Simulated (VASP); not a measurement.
# As (R-3m) in VASP: a series of runs, part 2 of 2

VASP 6.6.1. The steps go on from the part before.

### 3 Single point, PBE+D3(BJ) (22.14 Å³/atom)

This run uses another cell than the first one, of 22.14 Å³/atom.

Contents of INCAR:

```
SYSTEM = As
PREC = Accurate
ENCUT = 520
EDIFF = 1E-7
ISMEAR = 0
SIGMA = 0.1
LREAL = .False.
LASPH = .True.
NELM = 60
ALGO = Normal
ISIF = 2
LWAVE = .False.
LCHARG = .False.
GGA = PE
IVDW = 12
NBANDS = 12
```

Contents of KPOINTS:

```
Automatic mesh
0
Gamma
  15 15 15
  0 0 0
```

Contents of POSCAR:

```
As
1.0
    1.9056851228      1.1002478187      3.5204403338
   -1.9056851228      1.1002478187      3.5204403338
    0.0000000000     -2.2004956373      3.5204403338
As
2
Direct
    0.7725031741      0.7725031741      0.7725031741
    0.2274968259      0.2274968259      0.2274968259
```

Potentials or basis: VASP PAW PBE potentials, release 64 (As).

Command:

```bash
> cat potpaw_PBE.64/As/POTCAR > POTCAR
> mpirun -np 1 vasp_std > vasp.out
```

It took 1.7 min on 1 thread of Intel Xeon 6975P-C (Granite Rapids), shared host; peak memory 0.3 GiB.

Results (log left out):

```yaml
Free_energy: -10.1555 eV
Pressure: -2.1 GPa
Largest_force: 0.051 eV/Å
Band_gap_on_the_k_mesh: zero (bands 5 and 6 overlap by 0.30 eV)
Dispersion_energy_per_atom: -0.408 eV
```

Forces on the atoms (eV/Å):
```
As   0.000  0.000 -0.051
As   0.000  0.000  0.051
```

Levels at points of the mesh, in eV from the Fermi level:
| k point | band 2 | band 3 | band 4 | band 5 | band 6 | band 7 | band 8 | band 9 |
| --- | --- | --- | --- | --- | --- | --- | --- | --- |
| (0.00, 0.00, 0.00) | -5.97 | -2.41 | -1.99 | -1.99 | 1.72 | 2.86 | 2.86 | 6.76 |

### 4 Single point, PBE+D3(BJ) (22.98 Å³/atom)

This run uses another cell than the first one, of 22.98 Å³/atom.

Contents of INCAR:

```
  PREC = Accurate
  ENCUT = 520
  EDIFF = 1E-6
  ISMEAR = 0
  SIGMA = 0.1
  LREAL = F
  LASPH = T
  NELM = 60
  ALGO = Normal
  ISIF = 2
  LWAVE = F
  LCHARG = T
  GGA = PE
  IVDW = 12
  LELF = T
  LVHAR = T
  NBANDS = 12
```

Contents of KPOINTS:

```
Automatic mesh
0
Gamma
  15 15 15
```

Contents of POSCAR:

```
As
1.0
    1.9057166505      1.1002660212      3.6531662617
   -1.9057166505      1.1002660212      3.6531662617
    0.0000000000     -2.2005320423      3.6531662617
As
2
Direct
    0.7744609881      0.7744609881      0.7744609881
    0.2255390119      0.2255390119      0.2255390119
```

Potentials or basis: VASP PAW PBE potentials, release 64 (As).

Command:

```bash
> cat potpaw_PBE.64/As/POTCAR > POTCAR
> mpirun -np 1 vasp_std > vasp.out
```

OUTCAR:

```text
PREC = Accurate
   ENCUT = 520
   EDIFF = 1E-6
   ISMEAR = 0
   LREAL = F
   LASPH = T
   NELM = 60
   ISIF = 2
   GGA = PE
   IVDW = 12
 IVDW          = 12

 ion  position               nearest neighbor table
   1  0.774  0.774  0.774-   2 2.55   2 2.55   2 2.55
   2  0.226  0.226  0.226-   1 2.55   1 2.55   1 2.55

  LATTYP: Found a trigonal (rhomboedric) cell.
 ALAT       =     4.2647350451
 COS(alpha) =     0.6006418584

  Lattice vectors:

[... 548 lines left out ...]

 Edisp (eV)   -0.78436

 E8    (eV) :    -0.3323

  FORCE on cell =-STRESS in cart. coord.  units (eV):
  Direction    XX          YY          ZZ          XY          YZ          ZX
  --------------------------------------------------------------------------------------
  -------------------------------------------------------------------------------------
  Total      -0.83584    -0.83584    -0.85641     0.00000    -0.00000     0.00000
  in kB     -29.13783   -29.13783   -29.85479     0.00000    -0.00000     0.00000
  external pressure =      -29.38 kB  Pullay stress =        0.00 kB

 VOLUME and BASIS-vectors are now :
 -----------------------------------------------------------------------------
  energy-cutoff  :      520.00
  volume of cell :       45.96
      direct lattice vectors                 reciprocal lattice vectors
     1.905716651  1.100266021  3.653166262     0.262368490  0.151478518  0.091245049
    -1.905716651  1.100266021  3.653166262    -0.262368490  0.151478518  0.091245049
     0.000000000 -2.200532042  3.653166262     0.000000000 -0.302957037  0.091245049

 POSITION                                       TOTAL-FORCE (eV/Angst)
 -----------------------------------------------------------------------------------
      0.00000      0.00000      8.48770         0.000000     -0.000000     -0.044591
      0.00000      0.00000      2.47179         0.000000      0.000000      0.044591
 -----------------------------------------------------------------------------------
    total drift:                                0.000000      0.000000      0.000000

  FREE ENERGIE OF THE ION-ELECTRON SYSTEM (eV)
  ---------------------------------------------------
  free  energy   TOTEN  =       -10.1262441032 eV

  energy  without entropy=      -10.1251853165  energy(sigma->0) =      -10.12571471
```

stdout:

```text
POSCAR found type information on POSCAR As
 POSCAR found :  1 types and       2 ions
 scaLAPACK will be used
 LDA part: xc-table for (Slater+PW92), standard interpolation
 POSCAR, INCAR and KPOINTS ok, starting setup
 FFT: planning ... GRIDC
 FFT: planning ... GRID_SOFT
 FFT: planning ... GRID
 WAVECAR not read
 entering main loop
```

Run time: 87 s. Hardware: 1 thread of Intel Xeon 6975P-C (Granite Rapids), shared host; peak memory 0.3 GiB.

Results:

```
Free energy                : -10.1262 eV
Pressure                   : -2.9 GPa
Largest force              : 0.045 eV/Å
Band gap on the k mesh     : zero (bands 5 and 6 overlap by 0.45 eV)
Dispersion energy per atom : -0.392 eV
```

Forces on the atoms (eV/Å):
```
As   0.000  0.000 -0.045
As   0.000  0.000  0.045
```

Levels at points of the mesh, in eV from the Fermi level:
| k point | band 2 | band 3 | band 4 | band 5 | band 6 | band 7 | band 8 | band 9 |
| --- | --- | --- | --- | --- | --- | --- | --- | --- |
| (0.00, 0.00, 0.00) | -6.27 | -2.53 | -1.94 | -1.94 | 1.43 | 2.66 | 2.66 | 6.94 |

### 5 Relaxation of shape and atoms at fixed volume, PBE+D3(BJ) (18.38 Å³/atom)

This run uses another cell than the first one, of 18.38 Å³/atom.

Contents of INCAR:

```
ALGO     = Normal         # electronic algorithm
EDIFF    = 1E-6           # SCF threshold, eV
EDIFFG   = -0.01          # ionic threshold
ENCUT    = 600            # plane-wave cutoff, eV
GGA      = PE             # functional
IBRION   = 2              # ionic algorithm
ISIF     = 4              # what is computed and relaxed
ISMEAR   = 0              # smearing method
IVDW     = 12             # dispersion correction
LASPH    = T              # aspherical terms in the spheres
LCHARG   = F              # write CHGCAR
LREAL    = F              # projectors in reciprocal space
LWAVE    = F              # write WAVECAR
NELM     = 100            # most SCF steps
NSW      = 50             # ionic steps
PREC     = Accurate       # precision mode
SIGMA    = 0.1            # smearing width, eV
```

Contents of KPOINTS:

```
k-points
0
Gamma
  15 15 15
```

Contents of POSCAR:

```
As
1.0
    1.8382962435      1.0613408310      3.1408347162
   -1.8382962435      1.0613408310      3.1408347162
    0.0000000000     -2.1226816621      3.1408347162
As
2
Direct
    0.7653741710      0.7653741710      0.7653741710
    0.2346258290      0.2346258290      0.2346258290
```

Command:

```bash
> cat potpaw_PBE.64/As/POTCAR > POTCAR
> mpirun -np 1 vasp_std > vasp.out
```

It took 6.6 min on 1 thread of Intel Xeon 6975P-C (Granite Rapids), shared host; peak memory 0.28 GiB.

It converged, with:

```
Free energy                : -10.0436 eV
Energy gained by relaxing  : 2.7 meV/atom
Ionic steps                : 6
Pressure after relaxing    : 9.6 GPa
Band gap on the k mesh     : zero (bands 5 and 6 overlap by 0.61 eV)
Dispersion energy per atom : -0.493 eV
```

Forces in eV/Å, atoms in the order of the input:
```
As   0.000  0.000 -0.002
As   0.000  0.000  0.002
```

The path:
| step | energy change (eV) | largest force (eV/Å) | pressure (GPa) | volume (Å³) |
| --- | --- | --- | --- | --- |
| 1 | 0.0000 | 0.2525 | 10.71 | 36.77 |
| 2 | -0.0044 | 0.0783 | 10.03 | 36.77 |
| 3 | -0.0050 | 0.0171 | 9.65 | 36.77 |
| 4 | -0.0050 | 0.0123 | 9.67 | 36.77 |
| 5 | -0.0052 | 0.0046 | 9.64 | 36.77 |
| 6 | -0.0053 | 0.0024 | 9.61 | 36.77 |

Final structure:
```
As
1.0
     1.84620    1.06591    3.11399
    -1.84620    1.06591    3.11399
     0.00000   -2.13181    3.11399
As
2
Direct
  0.76336 0.76336 0.76336
  0.23664 0.23664 0.23664
```

Levels at points of the mesh, in eV from the Fermi level:
```tsv
k point	band 3	band 4	band 5	band 6	band 7	band 8
(0.00, 0.00, 0.00)	-2.39	-2.29	-2.29	3.06	3.77	3.77
```

### 6 Overview

```tsv
task	cell	cutoff (eV)	gap on the mesh (eV)	pressure (GPa)	largest force (eV/Å)
single point	a = 4.131 Å, angles 54.2°, 2 atoms, atomic positions A	520	none	-0.3	0.05
single point	a = 4.152 Å, angles 54.6°, 2 atoms, atomic positions B	520	none	-2.1	0.05
single point	a = 4.265 Å, angles 53.1°, 2 atoms, atomic positions C	520	none	-2.9	0.04
relaxation of shape and atoms at fixed volume	relaxed from a = 3.791 Å, angles 58.0°, 2 atoms, atomic positions D	600	none	9.6	-
```

Alike in all rows: level PBE+D3(BJ); potentials or basis VASP PAW PBE potentials, release 64 (As); no spin polarisation; k mesh 15 × 15 × 15; smearing gaussian 0.1 eV.

Absolute energies hang on the potentials; compare differences alone.
